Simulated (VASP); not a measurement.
# Sr (P6_3/mmc) in VASP: notebook

The runs below take Sr through single point, with BLYP.

Program: VASP 6.6.1. These are calculated values, not measurements. Logs are shortened: lines on timing, memory, paths and dates and some standing lists are left out, and cuts for length are marked.

## 1. The cell of the first run

It takes space group P6_3/mmc (No. 194, hexagonal). Conventional cell: a = 4.187 Å, b = 4.187 Å, c = 13.675 Å, α = 90.00°, β = 90.00°, γ = 120.00°. Within 5.5 Å of Sr (site symmetry -3m) lie 12 Sr at 4.19 Å. Within 5.5 Å of Sr (site symmetry -6m2) lie 12 Sr at 4.19 Å.

This isn't the form of Sr at room conditions, which is fcc.

## 2. Single point, BLYP (51.90 Å³/atom)

Input file INCAR:

```
SYSTEM = Sr
AGGAC = 1.0
AGGAX = 1.0
ALDAC = 0.0
ALDAX = 1.0
ALGO = Normal
EDIFF = 1E-6
ENCUT = 520
GGA = B5
ISIF = 2
ISMEAR = -1
LASPH = .TRUE.
LCHARG = .TRUE.
LELF = .TRUE.
LREAL = .FALSE.
LVHAR = .TRUE.
LWAVE = .FALSE.
NBANDS = 28
NELM = 80
PREC = Accurate
SIGMA = 0.1
```

Input file KPOINTS:

```
k-points
0
G
  10 10 3
  0 0 0
```

Input file POSCAR:

```
Sr
1.0
    4.1867028693      0.0000000000      0.0000000000
   -2.0933514346      3.6257910429      0.0000000000
    0.0000000000      0.0000000000     13.6749681082
Sr
4
Direct
    1.0000000000      1.0000000000      1.0000000000
    1.0000000000      0.0000000000      0.5000000000
    0.3333333333      0.6666666667      0.2500000000
    0.6666666667      0.3333333333      0.7500000000
```

Potentials or basis: VASP PAW PBE potentials, release 64 (Sr_sv).

The run is started by

```bash
> cat potpaw_PBE.64/Sr_sv/POTCAR > POTCAR
> mpirun -np 1 vasp_std > vasp.out
```

OUTCAR:

```text
SYSTEM = Sr
   EDIFF = 1E-6
   ENCUT = 520
   GGA = B5
   ISIF = 2
   ISMEAR = -1
   LASPH = .TRUE.
   LREAL = .FALSE.
   NELM = 80
   PREC = Accurate

 ion  position               nearest neighbor table
   1  0.000  0.000  0.000-   3 4.19   4 4.19   3 4.19   4 4.19   4 4.19   3 4.19
   2  0.000  0.000  0.500-   3 4.19   4 4.19   3 4.19   4 4.19   4 4.19   3 4.19
   3  0.333  0.667  0.250-   1 4.19   2 4.19   1 4.19   2 4.19   1 4.19   2 4.19
   4  0.667  0.333  0.750-   1 4.19   2 4.19   1 4.19   2 4.19   1 4.19   2 4.19

  LATTYP: Found a hexagonal cell.
 ALAT       =     4.1867028693
 C/A-ratio  =     3.2662857946

  Lattice vectors:

 A1 = (   4.1867028693,   0.0000000000,   0.0000000000)
 A2 = (  -2.0933514346,   3.6257910429,   0.0000000000)
 A3 = (   0.0000000000,   0.0000000000,  13.6749681082)

Analysis of symmetry for initial positions (statically):
=====================================================================
 Subroutine PRICEL returns:
 Original cell was already a primitive cell.

 Routine SETGRP: Setting up the symmetry group for a
 hexagonal supercell.

 Subroutine GETGRP returns: Found 24 space group operations
 (whereof 12 operations were pure point group operations)
 out of a pool of 24 trial point group operations.

The static configuration has the point symmetry D_3d.
 The point group associated with its full space group is D_6h.

Analysis of symmetry for dynamics (positions and initial velocities):
=====================================================================
 Subroutine PRICEL returns:
 Original cell was already a primitive cell.

 Routine SETGRP: Setting up the symmetry group for a
 hexagonal supercell.

 Subroutine GETGRP returns: Found 24 space group operations
 (whereof 12 operations were pure point group operations)
 out of a pool of 24 trial point group operations.

The dynamic configuration has the point symmetry D_3d.
 The point group associated with its full space group is D_6h.

 Subroutine INISYM returns: Found 24 space group operations
 (whereof 12 operations are pure point group operations),
 and found     1 'primitive' translations

----------------------------------------------------------------------------------------

                                     Primitive cell

  volume of cell :     207.5875

  direct lattice vectors                    reciprocal lattice vectors
     4.186702869  0.000000000  0.000000000     0.238851438  0.137900942  0.000000000
    -2.093351435  3.625791043  0.000000000     0.000000000  0.275801884  0.000000000
     0.000000000  0.000000000 13.674968108     0.000000000  0.000000000  0.073126313

  length of vectors
     4.186702869  4.186702869 13.674968108     0.275801884  0.275801884  0.073126313

  position of ions in fractional coordinates (direct lattice)
     0.000000000  0.000000000  0.000000000
     0.000000000  0.000000000  0.500000000
     0.333333333  0.666666667  0.250000000
     0.666666667  0.333333333  0.750000000

  ion indices of the primitive-cell ions
   primitive index   ion index
                 1           1
                 2           2
                 3           3
                 4           4

----------------------------------------------------------------------------------------

 KPOINTS: k-points

Automatic generation of k-mesh.
 Grid dimensions read from file:
 generate k-points for:   10   10    3

 Generating k-lattice:

  Cartesian coordinates                     Fractional coordinates (reciprocal lattice)
     0.023885144  0.013790094  0.000000000     0.100000000 -0.000000000  0.000000000
     0.000000000  0.027580188  0.000000000     0.000000000  0.100000000  0.000000000
     0.000000000  0.000000000  0.024375438     0.000000000  0.000000000  0.333333333

  Length of vectors
     0.027580188  0.027580188  0.024375438

  Shift w.r.t. Gamma in fractional coordinates (k-lattice)
     0.000000000  0.000000000  0.000000000

 Subroutine IBZKPT returns following result:
 ===========================================

 Found     28 irreducible k-points:

 Following reciprocal coordinates:
            Coordinates               Weight
  0.000000  0.000000  0.000000      1.000000
  0.100000  0.000000  0.000000      6.000000
  0.200000  0.000000  0.000000      6.000000
  0.300000  0.000000  0.000000      6.000000
  0.400000  0.000000  0.000000      6.000000
  0.500000  0.000000  0.000000      3.000000
[... 16 lines left out ...]
  0.300000  0.100000  0.333333     24.000000
  0.400000  0.100000  0.333333     24.000000
 [... further k-points ...]
   k-points           NKPTS =     28   k-points in BZ     NKDIM =     28   number of bands    NBANDS=     28
   number of dos      NEDOS =    301   number of ions     NIONS =      4
   total plane-waves  NPLWV = 110592
   dimension x,y,z NGX =    32 NGY =   32 NGZ =  108
   dimension x,y,z NGXF=    64 NGYF=   64 NGZF=  216
   ions per type =               4
   NGX,Y,Z   is equivalent  to a cutoff of  12.71, 12.71, 13.13 a.u.
   NGXF,Y,Z  is equivalent  to a cutoff of  25.41, 25.41, 26.26 a.u.
 SYSTEM =  Sr
   PREC   = accura    normal or accurate (medium, high low for compatibility)
   ISTART =      0    job   : 0-new  1-cont  2-samecut
   ICHARG =      2    charge: 1-file 2-atom 10-const
   ISPIN  =      1    spin polarized calculation?
   LNONCOLLINEAR =      F non collinear calculations
   LSORBIT =      F    spin-orbit coupling
   LASPH  =      T    aspherical Exc in radial PAW
   ENCUT  =  520.0 eV  38.22 Ry    6.18 a.u.   7.78  7.78 25.43*2*pi/ulx,y,z
   NELM   =     80;   NELMIN=  2; NELMDL= -5     # of ELM steps
   EDIFF  = 0.1E-05   stopping-criterion for ELM
   LREAL  =      F    real-space projection
[... 7 lines left out ...]
   TEBEG  =    0.0;   TEEND  =   0.0 temperature during run
   PSTRESS=    0.0 pullay stress
   NELECT =      40.0000    total number of electrons
   NUPDOWN=      -1.0000    fix difference up-down
   EMIN   =  10.00;   EMAX   =-10.00  energy-range for DOS
   EFERMI =   0.00;   METHOD = LEGACY
   ISMEAR =    -1;   SIGMA  =   0.10  broadening in eV -4-tet -1-fermi 0-gaus
   EFERMI_NEDOS =   21; number of points for ismear=-14 and -15
   IALGO  =     38    algorithm
   IMIX   =      4    mixing-type and parameters
     AMIX     =   0.40;   BMIX     =  1.00
     AMIX_MAG =   1.60;   BMIX_MAG =  1.00
  volume/ion in A,a.u.               =      51.90       350.22
  Fermi-wavevector in a.u.,A,eV,Ry     =   0.945572  1.786871 12.165046  0.894106
  Thomas-Fermi vector in A             =   2.073486
   LORBIT       =      0    0 simple, 1 ext, 2 COOP (PROOUT), +10 PAW based schemes
   GGA     = B5    functional components
   LHFCALC =     F    Hartree Fock is set to
   AEXX    =    0.0000 exact exchange contribution
   IVDW    =     0    specifies the selected vdW correction
   LEPSILON=     F    determine dielectric tensor
   LRPA    =     F    only Hartree local field effects (RPA)
 non-spin polarized calculation
  energy-cutoff  :      520.00
  volume of cell :      207.59
 maximum number of plane-waves:      5613
 NGX is ok and might be reduce to    32
   NGX = 15   NGY = 15   NGZ = 51

 number of electron      40.0000000 magnetization

 Free energy of the ion-electron system (eV)
  ---------------------------------------------------
  ext. energy  EPLUGINS =         0.00000000
  ---------------------------------------------------
  free energy    TOTEN  =        -3.75310384 eV

  energy without entropy =       -3.57982405  energy(sigma->0) =       -3.66646394

 E-fermi :   2.2470     XC(G=0):  -7.0746

 val. band max:        2.2410167750   @ k =   0.3000   0.3000   0.3333
 cond. band min:       2.2686107665   @ k =   0.3000   0.3000   0.0000
 fundamental gap:      0.0275939915
 Fermi energy:         2.2469604736

 k-point     1 :       0.0000    0.0000    0.0000
  band No.  band energies     occupation
      1     -34.3397      2.00000
      2     -34.3307      2.00000
      3     -34.3301      2.00000
      4     -34.3212      2.00000
      5     -16.5170      2.00000
      6     -16.4012      2.00000
[... 20 lines left out ...]
     27       4.4265      0.00000
     28       4.4974      0.00000

 k-point     2 :       0.1000    0.0000    0.0000
  band No.  band energies     occupation
      1     -34.3381      2.00000
      2     -34.3295      2.00000
      3     -34.3290      2.00000
      4     -34.3204      2.00000
      5     -16.5094      2.00000
      6     -16.4036      2.00000
[... 20 lines left out ...]
     27       4.4761      0.00000
     28       4.5205      0.00000

 k-point     3 :       0.2000    0.0000    0.0000
  band No.  band energies     occupation
      1     -34.3339      2.00000
      2     -34.3265      2.00000
      3     -34.3259      2.00000
      4     -34.3185      2.00000
      5     -16.4884      2.00000
      6     -16.4177      2.00000
[... 20 lines left out ...]
     27       4.4573      0.00000
     28       4.7375      0.00000

 k-point     4 :       0.3000    0.0000    0.0000
  band No.  band energies     occupation
      1     -34.3283      2.00000
      2     -34.3227      2.00000
      3     -34.3221      2.00000
      4     -34.3164      2.00000
      5     -16.4682      2.00000
      6     -16.4572      2.00000
[... 20 lines left out ...]
     27       4.1847      0.00000
     28       4.3060      0.00000

 k-point     5 :       0.4000    0.0000    0.0000
  band No.  band energies     occupation
      1     -34.3234      2.00000
      2     -34.3196      2.00000
      3     -34.3190      2.00000
      4     -34.3152      2.00000
      5     -16.4985      2.00000
      6     -16.4966      2.00000
[... 20 lines left out ...]
     27       3.7556      0.00000
     28       4.2408      0.00000

 k-point     6 :       0.5000    0.0000    0.0000
  band No.  band energies     occupation
      1     -34.3212      2.00000
      2     -34.3184      2.00000
      3     -34.3178      2.00000
      4     -34.3151      2.00000
      5     -16.5150      2.00000
      6     -16.5112      2.00000
[... 463 lines left out ...]
      5     -16.4836      2.00000
      6     -16.4526      2.00000
[... 20 lines left out ...]
     27       4.4191      0.00000
     28       4.5339      0.00000

 k-point    22 :       0.2000    0.1000    0.3333
  band No.  band energies     occupation
      1     -34.3294      2.00000
      2     -34.3270      2.00000
      3     -34.3204      2.00000
      4     -34.3180      2.00000
      5     -16.4669      2.00000
      6     -16.4554      2.00000
[... 20 lines left out ...]
     27       4.2145      0.00000
     28       4.3102      0.00000

 k-point    23 :       0.3000    0.1000    0.3333
  band No.  band energies     occupation
      1     -34.3244      2.00000
      2     -34.3226      2.00000
      3     -34.3179      2.00000
      4     -34.3162      2.00000
      5     -16.4787      2.00000
      6     -16.4665      2.00000
[... 20 lines left out ...]
     27       3.8822      0.00000
     28       4.0982      0.00000

 k-point    24 :       0.4000    0.1000    0.3333
  band No.  band energies     occupation
      1     -34.3208      2.00000
      2     -34.3197      2.00000
      3     -34.3166      2.00000
      4     -34.3155      2.00000
      5     -16.4999      2.00000
      6     -16.4957      2.00000
[... 20 lines left out ...]
     27       3.7263      0.00000
     28       4.0282      0.00000

 [... further k-points ...]
[... 5 lines left out ...]
  --------------------------------------------------------------------------------------
  -------------------------------------------------------------------------------------
  Total        1.3399945      1.3399945      1.4223919      0.0000000     -0.0000000      0.0000000
  in kB       10.3421861     10.3421861     10.9781361      0.0000000     -0.0000000      0.0000000
  external PRESSURE =      10.5541694 kB  Pullay stress =       0.0000000 kB

 VOLUME and BASIS-vectors are now :
 -----------------------------------------------------------------------------
  energy-cutoff  :      520.00
  volume of cell :      207.59
      direct lattice vectors                 reciprocal lattice vectors
     4.186702869  0.000000000  0.000000000     0.238851438  0.137900942  0.000000000
    -2.093351435  3.625791043  0.000000000     0.000000000  0.275801884  0.000000000
     0.000000000  0.000000000 13.674968108     0.000000000  0.000000000  0.073126313

 POSITION                                       TOTAL-FORCE (eV/Angst)
 -----------------------------------------------------------------------------------
      0.00000      0.00000      0.00000         0.000000      0.000000     -0.000000
      0.00000      0.00000      6.83748         0.000000      0.000000     -0.000000
     -0.00000      2.41719      3.41874        -0.000000      0.000000      0.000000
      2.09335      1.20860     10.25623         0.000000     -0.000000      0.000000
 -----------------------------------------------------------------------------------
    total drift:                               -0.000000      0.000000      0.000000

  FREE ENERGIE OF THE ION-ELECTRON SYSTEM (eV)
  ---------------------------------------------------
  free  energy   TOTEN  =        -3.7531038354 eV

  energy  without entropy=       -3.5798240473  energy(sigma->0) =       -3.66646394
```

Wall time 4.5 min (1 thread of Oxide Virtual Turin-like, shared host); peak memory 0.34 GiB.

Results:

| Property | Result |
| --- | --- |
| Free energy | -3.7531 eV |
| Pressure | 1.1 GPa |
| Band gap on the k mesh | zero (bands 20 and 21 overlap by 0.06 eV) |

Caveat: the PAW data sets were made with another functional, which shifts forces and pressure a little.

## 3. Single point, BLYP (54.15 Å³/atom)

This run uses another cell than the first one, of 54.15 Å³/atom.

Input file INCAR:

```
SYSTEM = Sr
  PREC = Accurate
  ENCUT = 520
  EDIFF = 1E-7
  ISMEAR = -1
  SIGMA = 0.1
  LREAL = .False.
  LASPH = .True.
  NELM = 60
  ALGO = Normal
  ISIF = 2
  LWAVE = .False.
  LCHARG = .False.
  GGA = B5
  ALDAX = 1.0
  AGGAX = 1.0
  AGGAC = 1.0
  ALDAC = 0.0
  NBANDS = 28
```

Input file KPOINTS:

```
Automatic mesh
0
Gamma
  10 10 3
  0 0 0
```

Input file POSCAR:

```
Sr
1.0
    4.2465209921      0.0000000000      0.0000000000
   -2.1232604960      3.6775950568      0.0000000000
    0.0000000000      0.0000000000     13.8703511928
Sr
4
Direct
    1.0000000000      1.0000000000      1.0000000000
    1.0000000000      0.0000000000      0.5000000000
    0.3333333333      0.6666666667      0.2500000000
    0.6666666667      0.3333333333      0.7500000000
```

Potentials or basis: VASP PAW PBE potentials, release 64 (Sr_sv).

The run is started by

```bash
> cat potpaw_PBE.64/Sr_sv/POTCAR > POTCAR
> mpirun -np 1 vasp_std > vasp.out
```

It took 4 min on 1 thread of Oxide Virtual Turin-like, shared host; peak memory 0.34 GiB.

Results (log left out):

| Quantity | Value |
| --- | --- |
| Free energy | -3.7970 eV |
| Pressure | 0.5 GPa |
| Band gap on the k mesh | zero (bands 20 and 21 overlap by 0.09 eV) |

Levels at points of the mesh, in eV from the Fermi level:
| k point | band 16 | band 17 | band 18 | band 19 | band 20 | band 21 | band 22 | band 23 | band 24 | band 25 |
| --- | --- | --- | --- | --- | --- | --- | --- | --- | --- | --- |
| (0.00, 0.00, 0.00) | -18.61 | -3.63 | -2.68 | -2.67 | -1.15 | 0.20 | 1.21 | 1.23 | 2.06 | 2.06 |
| (0.50, 0.00, 0.00) | -18.64 | -1.14 | -0.85 | -0.73 | -0.58 | 0.13 | 0.25 | 0.29 | 0.34 | 1.21 |

Caveat: the PAW data sets were made with another functional, which shifts forces and pressure a little.

## 4. Single point, BLYP (56.41 Å³/atom)

This run uses another cell than the first one, of 56.41 Å³/atom.

Input file INCAR:

```
PREC = Accurate ; ENCUT = 520
EDIFF = 1E-6 ; ISMEAR = -1
SIGMA = 0.1 ; LREAL = False
LASPH = True ; NELM = 100
ALGO = Normal ; ISIF = 2
LWAVE = False ; LCHARG = False
GGA = B5 ; ALDAX = 1.0
AGGAX = 1.0 ; AGGAC = 1.0
ALDAC = 0.0 ; NBANDS = 28
```

Input file KPOINTS:

```
regular mesh
0
Gamma
  10 10 3
```

Input file POSCAR:

```
Sr
1.0
    4.3046997420      0.0000000000      0.0000000000
   -2.1523498710      3.7279793323      0.0000000000
    0.0000000000      0.0000000000     14.0603796174
Sr
4
Direct
    1.0000000000      1.0000000000      1.0000000000
    1.0000000000      0.0000000000      0.5000000000
    0.3333333333      0.6666666667      0.2500000000
    0.6666666667      0.3333333333      0.7500000000
```

The run is started by

```bash
> cat potpaw_PBE.64/Sr_sv/POTCAR > POTCAR
> mpirun -np 1 vasp_std > vasp.out
```

It took 4.3 min on 1 thread of Oxide Virtual Turin-like, shared host; peak memory 0.35 GiB.

It converged, with:

| Item | Value |
| --- | --- |
| Free energy | -3.8121 eV |
| Pressure | 0.0 GPa |
| Band gap on the k mesh | zero (bands 20 and 21 overlap by 0.11 eV) |

Levels at points of the mesh, in eV from the Fermi level:
```csv
k point,band 17,band 18,band 19,band 20,band 21,band 22,band 23,band 24
"(0.00, 0.00, 0.00)",-3.57,-2.65,-2.65,-1.14,0.15,1.19,1.20,2.03
"(0.50, 0.00, 0.00)",-1.13,-0.83,-0.74,-0.56,0.12,0.26,0.30,0.30
```

Caveat: the PAW data sets were made with another functional, which shifts forces and pressure a little.

[end of part 1 of 2]

The gap in the log of VASP goes by the Fermi energy; the results here count the filled bands.